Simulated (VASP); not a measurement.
# Ni3Ge (Pm-3m) in VASP: vibrations by perturbation theory with PBEsol

Aim: the vibrations by perturbation theory of Ni3Ge with PBEsol.

All numbers are computed with VASP 6.6.1; they aren't measurements. Logs are shortened: lines on timing, memory, paths and dates and some standing lists are left out, and cuts for length are marked.

## Step 1: The cell of the first run

It takes space group Pm-3m (No. 221, cubic). The conventional cell has a = 3.496 Å, b = 3.496 Å, c = 3.496 Å, α = 90.00°, β = 90.00°, γ = 90.00°. Within 3.3 Å of Ni (site symmetry 4/mmm) lie 8 Ni at 2.47 Å and 4 Ge at 2.47 Å. Ge (site symmetry m-3m) has 12 Ni at 2.47 Å within 3.3 Å.

## Step 2: Vibrations by perturbation theory, PBEsol

File INCAR:

```
PREC = Accurate ; ENCUT = 520
EDIFF = 1E-8 ; ISMEAR = -1
SIGMA = 0.15 ; LREAL = False
LASPH = True ; NELM = 100
ALGO = Normal ; ISIF = 2
LWAVE = False ; LCHARG = False
GGA = PS ; NBANDS = 30
IBRION = 8 ; NSW = 1
```

File KPOINTS:

```
regular mesh
0
Gamma
  12 12 12
```

File POSCAR:

```
Ni3Ge
1.0
    3.4964885621      0.0000000000      0.0000000000
    0.0000000000      3.4964885621      0.0000000000
    0.0000000000      0.0000000000      3.4964885621
Ni Ge
3 1
Direct
    0.5000000000      0.0000000000      0.5000000000
    0.0000000000      0.5000000000      0.5000000000
    0.5000000000      0.5000000000      0.0000000000
    0.0000000000      0.0000000000      0.0000000000
```

Potentials or basis: VASP PAW PBE potentials, release 64 (Ni, Ge_d).

Command:

```
$ cat potpaw_PBE.64/Ni/POTCAR potpaw_PBE.64/Ge_d/POTCAR > POTCAR
$ mpirun -np 1 vasp_std > vasp.out
```

OUTCAR:

```text
PREC = Accurate
   ENCUT = 520
   EDIFF = 1E-8
   ISMEAR = -1
   LREAL = False
   LASPH = True
   NELM = 100
   ISIF = 2
   GGA = PS
   IBRION = 8
   NSW = 1

 ion  position               nearest neighbor table
   1  0.500  0.000  0.500-   2 2.47   3 2.47   4 2.47   3 2.47   4 2.47   2 2.47   3 2.47   3 2.47
                             2 2.47   4 2.47   4 2.47   2 2.47
   2  0.000  0.500  0.500-   1 2.47   3 2.47   4 2.47   3 2.47   4 2.47   1 2.47   4 2.47   4 2.47
                             1 2.47   3 2.47   3 2.47   1 2.47
   3  0.500  0.500  0.000-   1 2.47   2 2.47   4 2.47   1 2.47   2 2.47   1 2.47   4 2.47   1 2.47
                             2 2.47   4 2.47   2 2.47   4 2.47
   4  0.000  0.000  0.000-   1 2.47   2 2.47   3 2.47   1 2.47   2 2.47   2 2.47   3 2.47   2 2.47
                             1 2.47   3 2.47   1 2.47   3 2.47

  LATTYP: Found a simple cubic cell.
 ALAT       =     3.4964885621

  Lattice vectors:

 A1 = (   3.4964885621,   0.0000000000,   0.0000000000)
 A2 = (   0.0000000000,   3.4964885621,   0.0000000000)
 A3 = (   0.0000000000,   0.0000000000,   3.4964885621)

Analysis of symmetry for initial positions (statically):
=====================================================================
 Subroutine PRICEL returns:
 Original cell was already a primitive cell.

 Routine SETGRP: Setting up the symmetry group for a
 simple cubic supercell.

 Subroutine GETGRP returns: Found 48 space group operations
 (whereof 48 operations were pure point group operations)
 out of a pool of 48 trial point group operations.

The static configuration has the point symmetry O_h .

Analysis of symmetry for dynamics (positions and initial velocities):
=====================================================================
 Subroutine PRICEL returns:
 Original cell was already a primitive cell.

 Routine SETGRP: Setting up the symmetry group for a
 simple cubic supercell.
[... 986 lines left out ...]
    total drift:                                0.000000      0.000000      0.000000

  FREE ENERGIE OF THE ION-ELECTRON SYSTEM (eV)
  ---------------------------------------------------
  free  energy   TOTEN  =       -24.7953509043 eV

  energy  without entropy=      -24.6313220867  energy(sigma->0) =      -24.71333650

[... ionic steps 2 to 12 ...]

--------------------------------------- Ionic step       13  -------------------------------------------

 Free energy of the ion-electron system (eV)
  ---------------------------------------------------
  ---------------------------------------------------
  free energy    TOTEN  =        -0.19422800 eV

  energy without entropy =       -0.19422800

------------------------ aborting loop because EDIFF is reached ----------------------------------------

 INTERNAL STRAIN TENSOR  FOR ION    4  DIRECTION 1   (eV/Angst):
 -----------------------------------------------------------------------------
    -0.05105 -0.00000  0.00000
     0.00000  0.00753 -0.00000
     0.00000 -0.00000  0.00753

 INTERNAL STRAIN TENSOR FOR ION    4 for displacements in x,y,z  (eV/Angst):
          X           Y           Z          XY          YZ          ZX
  --------------------------------------------------------------------------------
  x     0.00000     0.00000     0.00000     0.00000     0.00000     0.00000
  y     0.00000     0.00000     0.00000     0.00000     0.00000     0.00000
  z     0.00000     0.00000     0.00000     0.00000     0.00000     0.00000

 SECOND DERIVATIVES (NOT SYMMETRIZED)
 ------------------------------------
               1X          1Y          1Z          2X          2Y          2Z          3X          3Y          3Z          4X          4Y          4Z
  1X    -9.946489    0.000000    0.000000    6.183325    0.000000    0.000000   -0.687541    0.000000    0.000000    4.450704    0.000000    0.000000
  1Y    -0.000000  -11.464747   -0.000000   -0.000000    6.183021    0.000000    0.000000    6.183021    0.000000   -0.000000   -0.901296   -0.000000
  1Z     0.000000    0.000000   -9.946489    0.000000    0.000000   -0.687541    0.000000    0.000000    6.183325    0.000000    0.000000    4.450704
  2X     6.183021   -0.000000    0.000000  -11.464747   -0.000000    0.000000    6.183021    0.000000    0.000000   -0.901296   -0.000000   -0.000000
  2Y     0.000000    6.183325    0.000000    0.000000   -9.946489    0.000000    0.000000   -0.687541    0.000000    0.000000    4.450704    0.000000
  2Z     0.000000    0.000000   -0.687541    0.000000    0.000000   -9.946489    0.000000    0.000000    6.183325    0.000000    0.000000    4.450704
  3X    -0.687541    0.000000    0.000000    6.183325    0.000000    0.000000   -9.946489    0.000000    0.000000    4.450704    0.000000    0.000000
  3Y     0.000000    6.183325    0.000000    0.000000   -0.687541    0.000000    0.000000   -9.946489    0.000000    0.000000    4.450704    0.000000
  3Z     0.000000    0.000000    6.183021   -0.000000    0.000000    6.183021    0.000000    0.000000  -11.464747   -0.000000   -0.000000   -0.901296
  4X     4.425220    0.000000    0.000000   -0.928722    0.000000   -0.000000    4.425220    0.000000    0.000000   -7.921718    0.000000    0.000000
  4Y     0.000000   -0.928722   -0.000000    0.000000    4.425220   -0.000000    0.000000    4.425220    0.000000    0.000000   -7.921718    0.000000
  4Z    -0.000000    0.000000    4.425220    0.000000   -0.000000    4.425220   -0.000000   -0.000000   -0.928722    0.000000    0.000000   -7.921718

 Eigenvectors and eigenvalues of the dynamical matrix
 ----------------------------------------------------

   1 f  =    9.401616 THz    59.072096 2PiTHz  313.604157 cm-1    38.881943 meV
             X         Y         Z           dx          dy          dz
      1.748244  0.000000  1.748244    -0.285482    0.530129   -0.000000
      0.000000  1.748244  1.748244     0.376385   -0.402094    0.000000
      1.748244  1.748244  0.000000    -0.285482   -0.402094    0.000000
      0.000000  0.000000  0.000000     0.174577    0.245888   -0.000000
[... 71 lines left out ...]
  12 f/i=    0.014763 THz     0.092760 2PiTHz    0.492450 cm-1     0.061056 meV
             X         Y         Z           dx          dy          dz
      1.748244  0.000000  1.748244     0.063450   -0.322538    0.356496
      0.000000  1.748244  1.748244     0.063350   -0.323049    0.356496
      1.748244  1.748244  0.000000     0.063450   -0.323049    0.355931
      0.000000  0.000000  0.000000     0.070936   -0.361163    0.398556

--------------------------------------------------------------------------------------------------------

 ELASTIC MODULI CONTR FROM IONIC RELAXATION (kBar)
 Direction    XX          YY          ZZ          XY          YZ          ZX
 --------------------------------------------------------------------------------
 XX           0.0000      0.0000      0.0000      0.0000      0.0000      0.0000
 YY           0.0000      0.0000      0.0000      0.0000      0.0000      0.0000
 ZZ           0.0000      0.0000      0.0000      0.0000      0.0000      0.0000
 XY           0.0000      0.0000      0.0000      0.0000      0.0000      0.0000
 YZ           0.0000      0.0000      0.0000      0.0000      0.0000      0.0000
 ZX           0.0000      0.0000      0.0000      0.0000      0.0000      0.0000
 --------------------------------------------------------------------------------
```

Run time: 13 min. Hardware: 1 thread of Intel Xeon 6975P-C (Granite Rapids), shared host; peak memory 0.87 GiB.

Results:

```yaml
Highest_phonon_frequency_at_Γ_LO-TO_splitting_left_out: 314 cm⁻¹
```

Phonon frequencies in cm⁻¹ (negative: imaginary):
```
              q point                                frequencies
(0.000, 0.000, 0.000)  0 0 0 184 184 184 207 207 207 314 314 314
```

Caveat: the cell wasn't relaxed at this level first, which shifts response properties. Spin polarisation is off, so any magnetic state and its effect on volume and gap are missing.
